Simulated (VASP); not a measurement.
Input of a VASP 6.6.1 run:

File INCAR:

```
PREC = Accurate ; ENCUT = 520
EDIFF = 1E-7 ; ISMEAR = 0
SIGMA = 0.05 ; LREAL = F
LASPH = T ; NELM = 150
ALGO = Normal ; ISIF = 2
LWAVE = F ; LCHARG = F
ISPIN = 2 ; MAGMOM = 0 0 0 0 0 0 2
LORBIT = 11 ; LDIPOL = T
IDIPOL = 3 ; DIPOL = 0.5 0.5 0.347
GGA = PE ; NBANDS = 27
```

Contents of KPOINTS:

```
Automatic mesh
0
Gamma
  9 9 1
```

Contents of POSCAR:

```
Mg3SiO3
1.0
    3.0085896295      0.0000000000      0.0000000000
    0.0000000000      3.0085896295      0.0000000000
    0.0000000000      0.0000000000     19.7799623107
Mg O Si
3 3 1
Direct
    0.5000000000      0.5000000000      0.2022248545
    0.0000000000      0.0000000000      0.3100331116
    0.5000000000      0.5000000000      0.4161289118
    0.0000000000      0.0000000000      0.2022248545
    0.5000000000      0.5000000000      0.3095409235
    0.0000000000      0.0000000000      0.4186035434
    0.1250000000      0.5000000000      0.5712833085
```

Potentials or basis: VASP PAW PBE potentials, release 64 (Mg, O, Si).

The run is started by

```sh
$ cat potpaw_PBE.64/Mg/POTCAR potpaw_PBE.64/O/POTCAR potpaw_PBE.64/Si/POTCAR > POTCAR
$ mpirun -np 1 vasp_std > vasp.out
```

Q: Estimate the largest force.

A: 0.447 eV/Å.

Q: Estimate the band gap on the k mesh.

A: Zero (filled and empty bands overlap).

Q: What does it give for the net moment?

A: 0.00 μB per cell.

Forces on the atoms (eV/Å):
```
Mg   0.000  0.000  0.447
Mg   0.004  0.000 -0.066
Mg   0.045  0.000  0.274
O    0.000  0.000 -0.426
O    0.005  0.000  0.026
O    0.037  0.000 -0.248
Si  -0.092  0.000 -0.007
```
